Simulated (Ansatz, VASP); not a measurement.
**One calculation of W, two programs**

File POSCAR:

```
W
1.0
   -1.5848038465      1.5848038465      1.5848038465
    1.5848038465     -1.5848038465      1.5848038465
    1.5848038465      1.5848038465     -1.5848038465
W
1
Direct
    0.0000000000      0.0000000000      0.0000000000
```

INCAR.step1

```
PREC     = Accurate       # precision mode
ENCUT    = 520            # plane-wave cutoff, eV
ISMEAR   = 0              # smearing method
SIGMA    = 0.2            # smearing width, eV
LREAL    = False          # projectors in reciprocal space
LASPH    = True           # aspherical terms in the spheres
NELM     = 80             # most SCF steps
NBANDS   = 13             # bands
GGA      = PE             # functional
ALGO     = Normal         # electronic algorithm
EDIFF    = 1E-4           # SCF threshold, eV
LWAVE    = True           # write WAVECAR
LCHARG   = False          # write CHGCAR
```

INCAR.step2

```
PREC     = Accurate       # precision mode
ENCUT    = 520            # plane-wave cutoff, eV
EDIFF    = 1E-6           # SCF threshold, eV
ISMEAR   = 0              # smearing method
SIGMA    = 0.2            # smearing width, eV
LREAL    = False          # projectors in reciprocal space
LASPH    = True           # aspherical terms in the spheres
NELM     = 80             # most SCF steps
ALGO     = Normal         # electronic algorithm
ISIF     = 2              # what is computed and relaxed
LWAVE    = False          # write WAVECAR
LCHARG   = False          # write CHGCAR
METAGGA  = R2SCAN         # meta-GGA
LMIXTAU  = True         
NBANDS   = 13             # bands
ISTART   = 1
```

The input KPOINTS:

```
Automatic mesh
0
Gamma
  14 14 14
```

Input for Ansatz:

```yaml
crystal:
  lattice:
    - [-1.5848038465, 1.5848038465, 1.5848038465]
    - [1.5848038465, -1.5848038465, 1.5848038465]
    - [1.5848038465, 1.5848038465, -1.5848038465]
  atoms:
    - { symbol: W, position: [0.0, 0.0, 0.0] }
hamiltonian:
  xc: r2scan
  pseudopotentials:
    kind: paw
    azcp:
      W: "pseudopotentials/W.paw.azcp"
basis:
  ecutwfc: 500
  fft_grid_basis: typed
kpoints:
  mp_grid: { grid: [14, 14, 14], shift: [0, 0, 0] }
magnetization:
  spin_polarized: false
scf:
  occupations: { method: gaussian, width: 0.2 }
  lower_state_search: "off"
output:
  stress: true
  write_density: true
  write_potential: true
  elf: true
  volumetric_format: npy
```

Alike in both runs: task single point; functional r2SCAN; k mesh 14 × 14 × 14; occupations gaussian, width 0.2 eV; no spin polarisation.

```csv
,VASP,Ansatz
version,VASP 6.6.1,Ansatz 0.2.0
potentials or method,"VASP PAW PBE potentials, release 64 (W_sv), cutoff 520 eV","plane waves (500 eV) with PAW, scalar-relativistic"
valence electrons in the cell,14,14
```

Ansatz gave:

| Property | Result |
| --- | --- |
| pressure (GPa) | 0.0 |

Question: Estimate VASP's values.

Answer: Pressure (GPa): 1.2.

VASP's potentials were made for PBE, not for r2SCAN.

Spin-orbit coupling is off throughout.
